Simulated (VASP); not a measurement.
Write the native input for VASP 6.6.1 that does the following.

| Quantity | Value |
| --- | --- |
| Task | single point |
| Functional | PBE |
| Potentials or basis | VASP PAW PBE potentials, release 64 (Cd, S) |
| Cutoff | 520 eV |
| k mesh | 7 × 7 × 7 |
| Occupations | fermi-dirac, width 0.02 eV |
| Spin | no spin polarisation |
| Dipole correction | no |
| Further INCAR settings | ALGO = Normal; EDIFF = 1e-06; NBANDS = 16 |

The structure of CdS lies in POSCAR:

```
CdS
1.0
    0.0000000000      2.8828763328      2.8828763328
    2.8828763328      0.0000000000      2.8828763328
    2.8828763328      2.8828763328      0.0000000000
Cd S
1 1
Direct
    0.0000000000      0.0000000000      0.0000000000
    0.7500000000      0.7500000000      0.7500000000
```

This cell differs from its parent crystal: volume scaled by 0.94.

One way to write it, as run:

INCAR

```
SYSTEM = CdS
PREC     = Accurate       ! precision mode
ENCUT    = 520            ! plane-wave cutoff, eV
EDIFF    = 1E-6           ! SCF threshold, eV
ISMEAR   = -1             ! smearing method
SIGMA    = 0.02           ! smearing width, eV
LREAL    = .FALSE.        ! projectors in reciprocal space
LASPH    = .TRUE.         ! aspherical terms in the spheres
NELM     = 80             ! most SCF steps
ALGO     = Normal         ! electronic algorithm
ISIF     = 2              ! what is computed and relaxed
LWAVE    = .FALSE.        ! write WAVECAR
LCHARG   = .TRUE.         ! write CHGCAR
GGA      = PE             ! functional
LELF     = .TRUE.         ! ELF
LVHAR    = .TRUE.       
NBANDS   = 16             ! bands
```

KPOINTS

```
Automatic mesh
0
G
  7 7 7
  0 0 0
```

Potentials or basis: VASP PAW PBE potentials, release 64 (Cd, S).

Run with:

```sh
$ cat potpaw_PBE.64/Cd/POTCAR potpaw_PBE.64/S/POTCAR > POTCAR
$ mpirun -np 1 vasp_std > vasp.out
```

Results of the run:

```yaml
Pressure: 5.8 GPa
Band_gap_on_the_k_mesh: 1.22 eV, direct
```

Wall time 18 s on 1 thread of Intel Xeon 6975P-C, on a shared host, peak memory 0.17 GiB.
